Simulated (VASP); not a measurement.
The system is NaSnF3.

```
Na Sn F
1.0
     4.44741    0.00000    0.00000
     0.00000    4.44741    0.00000
     0.00000    0.00000    4.73041
Na Sn F
1 1 3
Direct
  0.00000 0.00000 0.00000
  0.50000 0.50000 0.50000
  0.50000 0.50000 0.00000
  0.50000 0.00000 0.50000
  0.00000 0.50000 0.50000
```

This cell differs from its parent crystal: epitaxial xy strain -4.0%.

Base run:

```yaml
Program: VASP 6.6.1
Functional: PBE
Potentials_or_basis: VASP PAW PBE potentials, release 64 (Na_pv, Sn_d, F)
Cutoff: 520 eV
k_mesh: 6 × 6 × 6
Occupations: fermi-dirac, width 0.02 eV
Spin: no spin polarisation
```

Its results: band gap on the k mesh 0.27 eV (least direct gap 1.20 eV); pressure 5.2 GPa.

Question: The run is repeated on the same cell with these changes: functional from PBE to r2SCAN; occupations from fermi-dirac, width 0.02 eV to gaussian, width 0.01 eV. What comes out?

Answer: Band gap on the k mesh 0.48 eV (least direct gap 1.41 eV); pressure 3.7 GPa.

Caveats: semilocal functionals underestimate gaps, and a narrow one can read as zero; spin-orbit coupling is left out, which moves the levels of the heavy elements; the stress differs along the axes, from 1 to 7 GPa (at least some runs); the stress differs along the axes, from -0 to 5 GPa (at least some runs); the PAW data sets were made with another functional, which shifts forces and pressure a little (at least some runs).

A k mesh can miss the band edges.
